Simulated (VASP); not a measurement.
Runs of VASP 6.6.1 on Ti. The structure is that of space group P6_3/mmc (No. 194), or close to it. The cells are those of the table. 

```tsv
cell	gap on the mesh (eV)	pressure (GPa)
a = 3.068, b = 3.068, c = 5.061 Å, angles 90.0, 90.0, 120.0°, 2 atoms	none	-17.0
a = 2.714, b = 2.714, c = 4.311 Å, angles 90.0, 90.0, 120.0°, 2 atoms	none	31.8
a = 3.068, b = 3.068, c = 4.873 Å, angles 90.0, 90.0, 120.0°, 2 atoms	none	(a)
a = 3.186, b = 3.186, c = 4.686 Å, angles 90.0, 90.0, 120.0°, 2 atoms	none	-16.7
a = 2.714, b = 2.714, c = 4.686 Å, angles 90.0, 90.0, 120.0°, 2 atoms	none	15.1
a = 3.186, b = 3.186, c = 4.499 Å, angles 90.0, 90.0, 120.0°, 2 atoms	none	-14.3
a = 2.832, b = 2.832, c = 4.311 Å, angles 90.0, 90.0, 120.0°, 2 atoms	none	15.7
a = 3.186, b = 3.186, c = 4.873 Å, angles 90.0, 90.0, 120.0°, 2 atoms	none	(b)
```

Alike in all rows: task single point; level PBEsol; potentials or basis VASP PAW PBE potentials, release 64 (Ti_sv); no spin polarisation; k mesh 18 × 18 × 10; cutoff (eV) 520; smearing gaussian 0.15 eV.

Estimate the missing entries.

(a) -15.1; (b) -18.6.

Caveats: the PAW data sets were made with another functional, which shifts forces and pressure a little.

A gap of «none» marks levels without a gap at the run's occupations.
